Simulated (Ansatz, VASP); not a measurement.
Two plane-wave programs on PbSe

```
Pb Se
1.0
     0.00000    3.02097    3.02097
     3.02097    0.00000    3.02097
     3.02097    3.02097    0.00000
Pb Se
1 1
Cartesian
  0.0000 0.0000 0.0000
  3.0210 3.0210 3.0210
```

Alike in both runs: functional LDA; k mesh 10 × 10 × 10; occupations gaussian, width 0.01 eV; no spin polarisation.

Ansatz relaxed the structure, and its values are those at the end. VASP's run is a single point on that final structure, the one shown.

|  | VASP | Ansatz |
| --- | --- | --- |
| version | VASP 6.6.1 | Ansatz 0.2.0 |
| potentials or method | VASP PAW LDA potentials, release 64 (Pb_d, Se), cutoff 500 eV | scalar-relativistic, plane waves, PAW |
| valence electrons in the cell | 20 | 30 |

Ansatz gave:

```
gap on the k mesh at the Fermi level (eV) : 0.05
least direct gap on the mesh (eV)         : 0.05
pressure (GPa)                            : 0.0
```

Problem. Estimate VASP's values.

Solution. gap on the k mesh at the Fermi level (eV): 0.03; least direct gap on the mesh (eV): 0.03; pressure (GPa): 0.1.

LDA's correlation is that of Perdew and Zunger in VASP and of Perdew and Wang (1992) in Ansatz. VASP's potentials hold 20 valence electrons a cell and Ansatz's 30, so a difference there can come from the potentials and not from the codes.

Spin-orbit coupling is off throughout.
